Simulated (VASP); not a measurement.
A run of VASP 6.6.1:

File POSCAR:

```
Ce
1.0
    0.0000000000      2.9693830000      2.9693830000
    2.9693830000      0.0000000000      2.9693830000
    2.9693830000      2.9693830000      0.0000000000
Ce
1
Direct
    0.0000000000      0.0000000000      0.0000000000
```

File INCAR.step1:

```
PREC = Accurate
ENCUT = 600
ISMEAR = 1
SIGMA = 0.0522
LREAL = False
LASPH = True
NELM = 80
GGA = PE
ALGO = Normal
EDIFF = 1E-4
LWAVE = True
LCHARG = False
```

The input INCAR.step2:

```
PREC = Accurate
ENCUT = 600
EDIFF = 1E-6
ISMEAR = 1
SIGMA = 0.0522
LREAL = False
LASPH = True
NELM = 80
ALGO = Normal
ISIF = 3
LWAVE = False
LCHARG = False
METAGGA = R2SCAN
LMIXTAU = True
IBRION = 2
NSW = 60
EDIFFG = -0.01
PSTRESS = 50.0
ISTART = 1
```

File KPOINTS:

```
regular mesh
0
Gamma
  7 7 7
```

Potentials or basis: VASP PAW PBE potentials, release 64 (Ce).

Command:

```sh
$ cat potpaw_PBE.64/Ce/POTCAR > POTCAR
$ cp INCAR.step1 INCAR
$ mpirun -np 1 vasp_std > vasp.out
$ cp INCAR.step2 INCAR
$ mpirun -np 1 vasp_std > vasp.out
```

Hardware: 1 thread of AMD EPYC 7R43 64-Core Processor (Zen 3) (shared host).

Q: Estimate the wall time of this run.

A: It took 11 min on 1 thread of AMD EPYC 7R43 64-Core Processor (Zen 3) (shared host), peak memory 0.27 GiB. Counts: k points 20, ion steps 7.
